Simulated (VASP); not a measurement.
Input of a VASP 6.6.1 run:

Contents of INCAR:

```
SYSTEM = ZnS
PREC = Accurate
ENCUT = 520
EDIFF = 1E-7
ISMEAR = -1
SIGMA = 0.05
LREAL = .False.
LASPH = .True.
NELM = 80
ALGO = Normal
ISIF = 2
LWAVE = .False.
LCHARG = .False.
GGA = PE
NBANDS = 66
```

File KPOINTS:

```
Automatic mesh
0
Gamma
  8 8 2
  0 0 0
```

The input POSCAR:

```
ZnS
1.0
    3.7341822464      0.0000000000      0.0000000000
   -1.8670911232      3.2338966877      0.0000000000
    0.0000000000      0.0000000000     18.3084545760
Zn S
6 6
Direct
    0.3333333333      0.6666666667      0.8333300000
    0.6666666667      0.3333333333      0.3333300000
    0.6666666667      0.3333333333      0.6666700000
    0.3333333333      0.6666666667      0.1666700000
    0.0000000000      0.0000000000      0.5000000000
    0.0000000000      0.0000000000      0.0000000000
    0.3333333333      0.6666666667      0.9583300000
    0.6666666667      0.3333333333      0.4583300000
    0.6666666667      0.3333333333      0.7916700000
    0.3333333333      0.6666666667      0.2916700000
    0.0000000000      0.0000000000      0.6250000000
    0.0000000000      0.0000000000      0.1250000000
```

Potentials or basis: VASP PAW PBE potentials, release 64 (Zn, S).

The run is started by

```sh
$ cat potpaw_PBE.64/Zn/POTCAR potpaw_PBE.64/S/POTCAR > POTCAR
$ mpirun -np 1 vasp_std > vasp.out
```

Task: What does it give for the largest force?

Result: 0.039 eV/Å.

Task: What does it give for the pressure?

Result: 7.9 GPa.

Task: Predict the band gap on the k mesh.

Result: 2.45 eV.

Forces in eV/Å, atoms in the order of the input:
```
Zn   0.000  0.000  0.006
Zn   0.000  0.000  0.006
Zn   0.000  0.000  0.025
Zn   0.000  0.000  0.025
Zn   0.000  0.000 -0.003
Zn   0.000  0.000 -0.003
S    0.000  0.000 -0.039
S    0.000  0.000 -0.039
S    0.000  0.000 -0.011
S    0.000  0.000 -0.011
S    0.000  0.000  0.024
S    0.000  0.000  0.024
```

Caveat: the cell stands under pressure. A k mesh can miss the band edges.
